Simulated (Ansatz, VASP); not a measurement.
# Two plane-wave programs on Li

Contents of INCAR:

```
ALGO = Fast ; EDIFF = 1E-7
EDIFFG = -0.01 ; ENCUT = 600
GGA = PE ; IBRION = 2
ISIF = 3 ; ISMEAR = 0
LASPH = T ; LCHARG = F
LREAL = F ; LWAVE = F
NELM = 60 ; NSW = 100
PREC = Accurate ; SIGMA = 0.1
```

KPOINTS

```
k-points
0
Gamma
  22 22 20
```

POSCAR

```
Li
1.0
    1.4408251307     -2.5977178375      0.0000000000
    1.4408251307      2.5977178375      0.0000000000
    0.0000000000      0.0000000000      2.6913198476
Li
1
Direct
    0.0000000000      0.0000000000      0.0000000000
```

Input for Ansatz:

```yaml
crystal:
  lattice:
    - [1.4408251307, -2.5977178375, 0.0]
    - [1.4408251307, 2.5977178375, 0.0]
    - [0.0, 0.0, 2.6913198476]
  atoms:
    - { symbol: Li, position: [0.0, 0.0, 0.0] }
basis:
  ecutwfc: 420
kpoints:
  mp_grid: { grid: [22, 22, 20] }
hamiltonian:
  xc: pbe
scf:
  occupations: { method: gaussian, width: 0.1 }
output:
  forces: true
  stress: true
  eigenvalues: true
  write_density: true
  write_potential: true
  elf: true
  volumetric_format: npy
relax:
  adjacent_minimum: "off"
  f_tol: 0.01
  max_steps: 80
  cell: { stress_tol: 0.05 }
```

Alike in both runs: task relaxation of cell and atoms; functional PBE; k mesh 22 × 22 × 20; occupations gaussian, width 0.1 eV; no spin polarisation.

|  | VASP | Ansatz |
| --- | --- | --- |
| version | VASP 6.6.1 | Ansatz 0.2.0 |
| potentials or method | VASP PAW PBE potentials, release 64 (Li_sv), cutoff 600 eV | scalar-relativistic, plane waves, PAW |
| valence electrons in the cell | 3 | 3 |

|  | VASP | Ansatz | Ansatz less VASP |
| --- | --- | --- | --- |
| gap on the k mesh at the Fermi level, each at its own relaxed structure (eV) | none | none | - |
| relaxed volume (Å³/atom) | 20.07 | 20.26 | +0.190 |
| relaxed length of the cell vector where the two differ most in proportion (Å) | 2.705 | 2.715 | +0.0094 |

A gap of «none» marks a metal or a gap that the smearing closes.

Noted on VASP's run: the cutoff is under 1.25 times that of the potentials, so the pressure is a little rough.
